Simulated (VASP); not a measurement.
# La (Fd-3m) in VASP: further runs

The runs below take La through single point, relaxation of cell and atoms, with PBEsol.

Program: VASP 6.6.1. These are calculated values, not measurements. Logs are shortened: lines on timing, memory, paths and dates and some standing lists are left out, and cuts for length are marked.

## 1. The cell of the first run

It takes space group Fd-3m (No. 227, cubic). Conventional cell: a = 6.568 Å, b = 6.568 Å, c = 6.568 Å, α = 90.00°, β = 90.00°, γ = 90.00°. La (site symmetry -43m) has 4 La at 2.84 Å within 3.7 Å.

## 2. Single point, PBEsol

File INCAR:

```
PREC = Accurate ; ENCUT = 520
EDIFF = 1E-7 ; ISMEAR = -1
SIGMA = 0.1 ; LREAL = F
LASPH = T ; NELM = 60
ALGO = Normal ; ISIF = 2
LWAVE = F ; LCHARG = T
GGA = PS ; LELF = T
LVHAR = T ; NBANDS = 18
```

File KPOINTS:

```
Automatic mesh
0
Gamma
  14 14 14
```

File POSCAR:

```
La
1.0
    0.0000000000      3.2839129814      3.2839129814
    3.2839129814      0.0000000000      3.2839129814
    3.2839129814      3.2839129814      0.0000000000
La
2
Direct
    0.1250000000      0.1250000000      0.1250000000
    0.8750000000      0.8750000000      0.8750000000
```

Potentials or basis: VASP PAW PBE potentials, release 64 (La).

Run with:

```console
cat potpaw_PBE.64/La/POTCAR > POTCAR
mpirun -np 1 vasp_std > vasp.out
```

OUTCAR:

```text
PREC = Accurate
   ENCUT = 520
   EDIFF = 1E-7
   ISMEAR = -1
   LREAL = F
   LASPH = T
   NELM = 60
   ISIF = 2
   GGA = PS

 ion  position               nearest neighbor table
   1  0.125  0.125  0.125-   2 2.84   2 2.84   2 2.84   2 2.84
   2  0.875  0.875  0.875-   1 2.84   1 2.84   1 2.84   1 2.84

  LATTYP: Found a face centered cubic cell.
 ALAT       =     6.5678259628

  Lattice vectors:

 A1 = (   0.0000000000,   3.2839129814,   3.2839129814)
 A2 = (   3.2839129814,   0.0000000000,   3.2839129814)
 A3 = (   3.2839129814,   3.2839129814,   0.0000000000)

Analysis of symmetry for initial positions (statically):
=====================================================================
 Subroutine PRICEL returns:
 Original cell was already a primitive cell.

 Routine SETGRP: Setting up the symmetry group for a
 face centered cubic supercell.

 Subroutine GETGRP returns: Found 48 space group operations
 (whereof 12 operations were pure point group operations)
 out of a pool of 48 trial point group operations.

The static configuration has the point symmetry D_3d.
 The point group associated with its full space group is O_h .

Analysis of symmetry for dynamics (positions and initial velocities):
=====================================================================
 Subroutine PRICEL returns:
 Original cell was already a primitive cell.

 Routine SETGRP: Setting up the symmetry group for a
 face centered cubic supercell.

 Subroutine GETGRP returns: Found 48 space group operations
 (whereof 12 operations were pure point group operations)
 out of a pool of 48 trial point group operations.

The dynamic configuration has the point symmetry D_3d.
 The point group associated with its full space group is O_h .

 Subroutine INISYM returns: Found 48 space group operations
 (whereof 12 operations are pure point group operations),
 and found     1 'primitive' translations

----------------------------------------------------------------------------------------

                                     Primitive cell

  volume of cell :      70.8280

  direct lattice vectors                    reciprocal lattice vectors
     0.000000000  3.283912981  3.283912981    -0.152257384  0.152257384  0.152257384
[... 74 lines left out ...]
   NGX,Y,Z   is equivalent  to a cutoff of  12.89, 12.89, 12.89 a.u.
   NGXF,Y,Z  is equivalent  to a cutoff of  25.77, 25.77, 25.77 a.u.
 SYSTEM =  unknown system
   PREC   = accura    normal or accurate (medium, high low for compatibility)
   ISTART =      0    job   : 0-new  1-cont  2-samecut
   ICHARG =      2    charge: 1-file 2-atom 10-const
   ISPIN  =      1    spin polarized calculation?
   LNONCOLLINEAR =      F non collinear calculations
   LSORBIT =      F    spin-orbit coupling
   LASPH  =      T    aspherical Exc in radial PAW
   ENCUT  =  520.0 eV  38.22 Ry    6.18 a.u.   8.64  8.64  8.64*2*pi/ulx,y,z
   NELM   =     60;   NELMIN=  2; NELMDL= -5     # of ELM steps
   EDIFF  = 0.1E-06   stopping-criterion for ELM
   LREAL  =      F    real-space projection
   EDIFFG = 0.1E-05   stopping-criterion for IOM
   NSW    =      0    number of steps for IOM
   IBRION =     -1    ionic relax: 0-MD 1-quasi-New 2-CG
   NFREE  =      0    steps in history (QN), initial steepest desc. (CG)
   ISIF   =      2    stress and relaxation
   ISYM   =      2    0-nonsym 1-usesym 2-fastsym
   POTIM  = 0.5000    time-step for ionic-motion
   TEBEG  =    0.0;   TEEND  =   0.0 temperature during run
   PSTRESS=    0.0 pullay stress
   NELECT =      22.0000    total number of electrons
   NUPDOWN=      -1.0000    fix difference up-down
   EMIN   =  10.00;   EMAX   =-10.00  energy-range for DOS
   EFERMI =   0.00;   METHOD = LEGACY
   ISMEAR =    -1;   SIGMA  =   0.10  broadening in eV -4-tet -1-fermi 0-gaus
   EFERMI_NEDOS =   21; number of points for ismear=-14 and -15
   IALGO  =     38    algorithm
   IMIX   =      4    mixing-type and parameters
     AMIX     =   0.40;   BMIX     =  1.00
     AMIX_MAG =   1.60;   BMIX_MAG =  1.00
  volume/ion in A,a.u.               =      35.41       238.99
  Fermi-wavevector in a.u.,A,eV,Ry     =   1.108700  2.095139 16.724498  1.229216
  Thomas-Fermi vector in A             =   2.245231
   LORBIT       =      0    0 simple, 1 ext, 2 COOP (PROOUT), +10 PAW based schemes
   GGA     = PS    functional components
   LHFCALC =     F    Hartree Fock is set to
   AEXX    =    0.0000 exact exchange contribution
   IVDW    =     0    specifies the selected vdW correction
   LEPSILON=     F    determine dielectric tensor
   LRPA    =     F    only Hartree local field effects (RPA)
 non-spin polarized calculation
  energy-cutoff  :      520.00
  volume of cell :       70.83
 maximum number of plane-waves:      1925
   NGX = 17   NGY = 17   NGZ = 17

 number of electron      22.0000001 magnetization

 Free energy of the ion-electron system (eV)
  ---------------------------------------------------
  ext. energy  EPLUGINS =         0.00000000
  ---------------------------------------------------
  free energy    TOTEN  =        -8.82007650 eV

  energy without entropy =       -8.75843261  energy(sigma->0) =       -8.78925456

 E-fermi :   7.7489     XC(G=0):  -9.6108

 val. band max:        7.7450199234   @ k =   0.4286   0.3571   0.0000
 cond. band min:       7.7588595927   @ k =  -0.3571   0.5000   0.1429
 fundamental gap:      0.0138396693
 Fermi energy:         7.7488685747

 k-point     1 :       0.0000    0.0000    0.0000
  band No.  band energies     occupation
      1     -25.8284      2.00000
      2     -23.8685      2.00000
      3     -10.0229      2.00000
      4     -10.0229      2.00000
      5     -10.0229      2.00000
      6      -7.6974      2.00000
[... 481 lines left out ...]
      5      -9.7706      2.00000
      6      -7.8479      2.00000
[... 10 lines left out ...]
     17       9.4649      0.00000
     18       9.4803      0.00000

 [... further k-points ...]
[... 5 lines left out ...]
  --------------------------------------------------------------------------------------
  -------------------------------------------------------------------------------------
  Total        0.0062242      0.0062242      0.0062242      0.0000000     -0.0000000      0.0000000
  in kB        0.1407964      0.1407964      0.1407964      0.0000000     -0.0000000      0.0000000
  external PRESSURE =       0.1407964 kB  Pullay stress =       0.0000000 kB

 VOLUME and BASIS-vectors are now :
 -----------------------------------------------------------------------------
  energy-cutoff  :      520.00
  volume of cell :       70.83
      direct lattice vectors                 reciprocal lattice vectors
     0.000000000  3.283912981  3.283912981    -0.152257384  0.152257384  0.152257384
     3.283912981  0.000000000  3.283912981     0.152257384 -0.152257384  0.152257384
     3.283912981  3.283912981  0.000000000     0.152257384  0.152257384 -0.152257384

 POSITION                                       TOTAL-FORCE (eV/Angst)
 -----------------------------------------------------------------------------------
      0.82098      0.82098      0.82098         0.000000      0.000000      0.000000
      5.74685      5.74685      5.74685        -0.000000     -0.000000     -0.000000
 -----------------------------------------------------------------------------------
    total drift:                               -0.000000      0.000000      0.000000

  FREE ENERGIE OF THE ION-ELECTRON SYSTEM (eV)
  ---------------------------------------------------
  free  energy   TOTEN  =        -8.8200765045 eV

  energy  without entropy=       -8.7584326081  energy(sigma->0) =       -8.78925456
```

OSZICAR:

```text
N       E                     dE             d eps       ncg     rms          rms(c)
DAV:   1     0.255498486815E+03    0.25550E+03   -0.80797E+03  3784   0.171E+03
DAV:   2     0.299374103877E+02   -0.22556E+03   -0.22173E+03  5328   0.309E+02
DAV:   3    -0.550951639155E+01   -0.35447E+02   -0.34558E+02  6216   0.143E+02
DAV:   4    -0.912161978781E+01   -0.36121E+01   -0.35261E+01  7456   0.418E+01
DAV:   5    -0.941158769235E+01   -0.28997E+00   -0.28864E+00  6088   0.113E+01    0.665E+00
DAV:   6    -0.893708142672E+01    0.47451E+00   -0.15760E+00  7446   0.105E+01    0.417E+00
DAV:   7    -0.882378088519E+01    0.11330E+00   -0.30722E-01  7480   0.357E+00    0.129E+00
DAV:   8    -0.881964031242E+01    0.41406E-02   -0.41386E-02  7344   0.189E+00    0.168E-01
DAV:   9    -0.882002064551E+01   -0.38033E-03   -0.16421E-03  7368   0.346E-01    0.542E-02
DAV:  10    -0.882007488019E+01   -0.54235E-04   -0.15052E-04  7472   0.119E-01    0.123E-02
DAV:  11    -0.882007655123E+01   -0.16710E-05   -0.11454E-05  7256   0.262E-02    0.379E-03
DAV:  12    -0.882007654744E+01    0.37912E-08   -0.27341E-06  6960   0.161E-02    0.107E-03
DAV:  13    -0.882007650452E+01    0.42915E-07   -0.10031E-07  5064   0.351E-03
   1 F= -.88200765E+01 E0= -.87892546E+01  d E =-.616439E-01
```

stdout:

```text
POSCAR found type information on POSCAR La
 POSCAR found :  1 types and       2 ions
 scaLAPACK will be used
 -----------------------------------------------------------------------------
|                                                                             |
|                                                                             |
|     You enforced a specific xc type in the INCAR file but a different       |
|     I HOPE YOU KNOW WHAT YOU ARE DOING!                                     |
|                                                                             |
 -----------------------------------------------------------------------------

 LDA part: xc-table for (Slater+PW92), standard interpolation
 POSCAR, INCAR and KPOINTS ok, starting setup
 FFT: planning ... GRIDC
 FFT: planning ... GRID_SOFT
 FFT: planning ... GRID
 WAVECAR not read
 entering main loop
```

Run time: 71 s. Hardware: 1 thread of Intel Xeon Platinum 8481C at 2.70GHz (Sapphire Rapids), shared host; peak memory 0.3 GiB.

Results:

| Item | Value |
| --- | --- |
| Free energy | -8.8201 eV |
| Pressure | 0.0 GPa |
| Band gap on the k mesh | zero (band 11 reaches 7.90 eV, above the bottom of band 12 at 7.59 eV) |

Caveat: the PAW data sets were made with another functional, which shifts forces and pressure a little; spin-orbit coupling is left out, which moves the levels of the heavy elements.

## 3. Relaxation of cell and atoms, PBEsol

This run uses another cell than the first one, of 50.51 Å³/atom, 1.426 times its volume.

File INCAR:

```
PREC = Accurate ; ENCUT = 600
EDIFF = 1E-7 ; ISMEAR = -1
SIGMA = 0.1 ; LREAL = F
LASPH = T ; NELM = 100
ALGO = Normal ; ISIF = 3
LWAVE = F ; LCHARG = F
GGA = PS ; IBRION = 2
NSW = 80 ; EDIFFG = -0.01
```

File KPOINTS:

```
regular mesh
0
Gamma
  8 8 8
```

File POSCAR:

```
La
1.0
    0.0000000000      3.6965376151      3.6965376151
    3.6965376151      0.0000000000      3.6965376151
    3.6965376151      3.6965376151      0.0000000000
La
2
Direct
    0.1250000000      0.1250000000      0.1250000000
    0.8750000000      0.8750000000      0.8750000000
```

Potentials or basis: VASP PAW PBE potentials, release 64 (La).

Run with:

```console
cat potpaw_PBE.64/La/POTCAR > POTCAR
mpirun -np 1 vasp_std > vasp.out
```

Wall time 2.1 min (1 thread of Intel Xeon Platinum 8481C at 2.70GHz (Sapphire Rapids), shared host); peak memory 0.31 GiB.

It converged, with:

* Free energy: -8.8235 eV
* Relaxed volume: 35.41 Å³/atom
* Relaxed cell: a = 4.644 Å, b = 4.644 Å, c = 4.644 Å, α = 60.00°, β = 60.00°, γ = 60.00°
* Space group after relaxing (to 0.05 Å): Fd-3m (No. 227)
* Energy gained by relaxing: 427.4 meV/atom
* Ionic steps: 3
* Pressure after relaxing: 0.0 GPa
* Band gap on the k mesh: zero (band 11 reaches 7.89 eV, above the bottom of band 12 at 7.59 eV)

Step by step:
| step | energy change (eV) | largest force (eV/Å) | pressure (GPa) | volume (Å³) |
| --- | --- | --- | --- | --- |
| 1 | 0.0000 | 0.0000 | -5.32 | 101.02 |
| 2 | -0.7488 | 0.0000 | -3.94 | 78.43 |
| 3 | -0.8547 | 0.0000 | 0.01 | 70.83 |

Final structure:
```
La
1.0
     0.00000    3.28391    3.28391
     3.28391    0.00000    3.28391
     3.28391    3.28391    0.00000
La
2
Direct
  0.12500 0.12500 0.12500
  0.87500 0.87500 0.87500
```

Levels at points of the mesh, in eV from the Fermi level:
```csv
k point,band 9,band 10,band 11,band 12,band 13,band 14
"(0.00, 0.00, 0.00)",-2.36,-0.79,-0.79,0.95,0.95,0.95
"(0.50, 0.00, 0.00)",-1.23,-0.64,-0.64,-0.17,0.06,0.06
"(0.50, 0.50, 0.00)",-1.79,-1.79,-0.13,-0.13,0.79,0.79
```

Caveat: the volume moved by over 15 % at a fixed basis, so the end points are rough; the PAW data sets were made with another functional, which shifts forces and pressure a little; spin-orbit coupling is left out, which moves the levels of the heavy elements.
